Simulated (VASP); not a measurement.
Input of a VASP 6.6.1 run:

The input INCAR:

```
SYSTEM = In
ALGO = Normal ; EDIFF = 1E-7
EDIFFG = -0.01 ; ENCUT = 600
GGA = RP ; IBRION = 2
ISIF = 3 ; ISMEAR = -1
LASPH = .TRUE. ; LCHARG = .FALSE.
LREAL = .FALSE. ; LWAVE = .FALSE.
NELM = 80 ; NSW = 80
PREC = Accurate ; SIGMA = 0.1
```

KPOINTS

```
k-points
0
G
  12 12 12
  0 0 0
```

POSCAR

```
In
1.0
   -1.8696844469      1.8696844469      1.8696844469
    1.8696844469     -1.8696844469      1.8696844469
    1.8696844469      1.8696844469     -1.8696844469
In
1
Direct
    0.0000000000      0.0000000000      0.0000000000
```

Potentials or basis: VASP PAW PBE potentials, release 64 (In_d).

Launch:

```console
$ cat potpaw_PBE.64/In_d/POTCAR > POTCAR
$ mpirun -np 1 vasp_std > vasp.out
```

**Question.** Predict the relaxed cell.

**Answer.** a = 3.359 Å, b = 3.359 Å, c = 3.359 Å, α = 109.47°, β = 109.47°, γ = 109.47°.

**Question.** What does it give for the relaxed volume?

**Answer.** 29.18 Å³/atom.

Step by step:
```csv
step,energy change (eV),largest force (eV/Å),pressure (GPa),volume (Å³)
1,0.0000,0.0000,4.23,26.14
2,-0.0351,0.0000,0.32,28.84
3,-0.0354,0.0000,-0.03,29.18
```

Caveat: the PAW data sets were made with another functional, which shifts forces and pressure a little.
